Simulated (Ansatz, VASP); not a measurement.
**Ti in VASP and in Ansatz**

Contents of INCAR:

```
PREC     = Accurate       # precision mode
ENCUT    = 520            # plane-wave cutoff, eV
EDIFF    = 1E-6           # SCF threshold, eV
ISMEAR   = 0              # smearing method
SIGMA    = 0.15           # smearing width, eV
LREAL    = F              # projectors in reciprocal space
LASPH    = T              # aspherical terms in the spheres
NELM     = 60             # most SCF steps
ALGO     = Fast           # electronic algorithm
ISIF     = 2              # what is computed and relaxed
LWAVE    = F              # write WAVECAR
LCHARG   = T              # write CHGCAR
GGA      = PS             # functional
LELF     = T              # ELF
LVHAR    = T            
NBANDS   = 19             # bands
```

File KPOINTS:

```
Automatic mesh
0
Gamma
  18 18 10
```

POSCAR

```
Ti
1.0
    2.9499978604      0.0000000000      0.0000000000
   -1.4749989302      2.5547730882      0.0000000000
    0.0000000000      0.0000000000      4.6860000000
Ti
2
Direct
    0.3773685553      0.7547371106      0.1539692702
    0.6666666667      0.3333333333      0.7500000000
```

Input for Ansatz:

```yaml
crystal:
  lattice:
    - [2.9499978604, 0.0, 0.0]
    - [-1.4749989302, 2.5547730882, 0.0]
    - [0.0, 0.0, 4.686]
  atoms:
    - { symbol: Ti, position: [0.3773685553, 0.7547371106, 0.1539692702] }
    - { symbol: Ti, position: [0.6666666667, 0.3333333333, 0.75] }
basis:
  ecutwfc: 420
kpoints:
  mp_grid: { grid: [18, 18, 10] }
hamiltonian:
  xc: pbesol
scf:
  occupations: { method: gaussian, width: 0.15 }
output:
  forces: true
  stress: true
  eigenvalues: true
```

Alike in both runs: task single point; functional PBEsol; k mesh 18 × 18 × 10; occupations gaussian, width 0.15 eV; no spin polarisation.

```csv
,VASP,Ansatz
version,VASP 6.6.1,Ansatz 0.2.0
potentials or method,"VASP PAW PBE potentials, release 64 (Ti_sv), cutoff 520 eV","scalar-relativistic, plane waves, PAW"
valence electrons in the cell,24,24
```

```tsv
	VASP	Ansatz	Ansatz less VASP
gap on the k mesh at the Fermi level (eV)	none	none	-
pressure (GPa)	1.8	2.1	+0.25
traceless stress, the component that is largest in VASP (GPa)	-6.53	-6.48	+0.046
rms of the force components (eV/Å)	1.502	1.502	-0.0005
```

VASP's potentials were made for PBE, not for PBEsol. Atom by atom the forces differ by 0.009 eV/Å (rms over components). A gap of «none» marks a metal or a gap that the smearing closes.
